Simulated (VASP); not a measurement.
Set up this calculation in VASP 6.6.1, as the native input.

| Item | Value |
| --- | --- |
| Task | single point |
| Functional | PBE |
| Potentials or basis | VASP PAW PBE potentials, release 64 (Ba_sv, Ti_sv, O) |
| Cutoff | 520 eV |
| k mesh | 6 × 6 × 6 |
| Occupations | gaussian, width 0.01 eV |
| Spin | no spin polarisation |
| Dipole correction | no |
| Further INCAR settings | ALGO = Normal; EDIFF = 1e-06; NBANDS = 28 |

The structure of BaTiO3 lies in POSCAR:

```
BaTiO3
1.0
    4.0642918429      0.0000000000      0.0000000000
    0.0000000000      4.0642918429      0.0000000000
    0.0000000000      0.0000000000      4.2803709990
Ba Ti O
1 1 3
Direct
    0.0000000000      0.0000000000     -0.0104426122
    0.5000000000      0.5000000000      0.4722700988
    0.5000000000      0.5000000000      0.0405145067
    0.5000000000      0.0000000000      0.5203290034
    0.0000000000      0.5000000000      0.5203290034
```

This cell differs from its parent crystal: volume changed by +6%.

These files were run (other wordings do the same):

INCAR

```
ALGO     = Normal         # electronic algorithm
EDIFF    = 1E-6           # SCF threshold, eV
ENCUT    = 520            # plane-wave cutoff, eV
GGA      = PE             # functional
ISIF     = 2              # what is computed and relaxed
ISMEAR   = 0              # smearing method
LASPH    = True           # aspherical terms in the spheres
LCHARG   = False          # write CHGCAR
LREAL    = False          # projectors in reciprocal space
LWAVE    = False          # write WAVECAR
NBANDS   = 28             # bands
NELM     = 80             # most SCF steps
PREC     = Accurate       # precision mode
SIGMA    = 0.01           # smearing width, eV
```

KPOINTS

```
k-points
0
Gamma
  6 6 6
```

Potentials or basis: VASP PAW PBE potentials, release 64 (Ba_sv, Ti_sv, O).

Run with:

```sh
$ cat potpaw_PBE.64/Ba_sv/POTCAR potpaw_PBE.64/Ti_sv/POTCAR potpaw_PBE.64/O/POTCAR > POTCAR
$ mpirun -np 1 vasp_std > vasp.out
```

It gave:

```yaml
Pressure: -6.7 GPa
Largest_force: 0.631 eV/Å
Band_gap_on_the_k_mesh: 1.66 eV, indirect (least direct gap 2.23 eV)
```

Caveat: spin-orbit coupling is left out, which moves the levels of the heavy elements.

It took 38 s on 1 thread of Intel(R) Xeon(R) 6975P-C (Granite Rapids), with other jobs on the host, peak memory 0.22 GiB.
